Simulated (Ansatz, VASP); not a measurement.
**FeNi3: VASP beside Ansatz**

```xyz
4
Lattice="3.5143 0.0000 0.0000 0.0000 3.5143 0.0000 0.0000 0.0000 3.5143" Properties=species:S:1:pos:R:3 pbc="T T T"
Fe    0.0000    0.0000    0.0000
Ni    0.0000    1.7572    1.7572
Ni    1.7572    0.0000    1.7572
Ni    1.7572    1.7572    0.0000
```

Alike in both runs: task single point; functional r2SCAN; k mesh 12 × 12 × 12; occupations gaussian, width 0.05 eV; collinear spin.

```csv
,VASP,Ansatz
version,VASP 6.6.1,Ansatz 0.2.0
potentials or method,"VASP PAW PBE potentials, release 64 (Fe, Ni), cutoff 520 eV","scalar-relativistic, plane waves, PAW"
valence electrons in the cell,38,70
```

|  | VASP | Ansatz | Ansatz less VASP |
| --- | --- | --- | --- |
| gap on the k mesh at the Fermi level (eV) | none | none | - |
| pressure (GPa) | 0.0 | 0.0 | -0.01 |
| net moment per atom (μB) | 1.31 | 1.33 | +0.014 |
| size of the moment on the site where the two differ most (μB) | 0.73 | 0.81 | +0.082 |

VASP's potentials were made for PBE, not for r2SCAN. Site moments also hang on the region over which each program counts them. A gap of «none» marks a metal or a gap that the smearing closes. VASP's potentials hold 38 valence electrons a cell and Ansatz's 70, so a difference there can come from the potentials and not from the codes. Ansatz's warnings: seeded moment not kept, stability check not made.
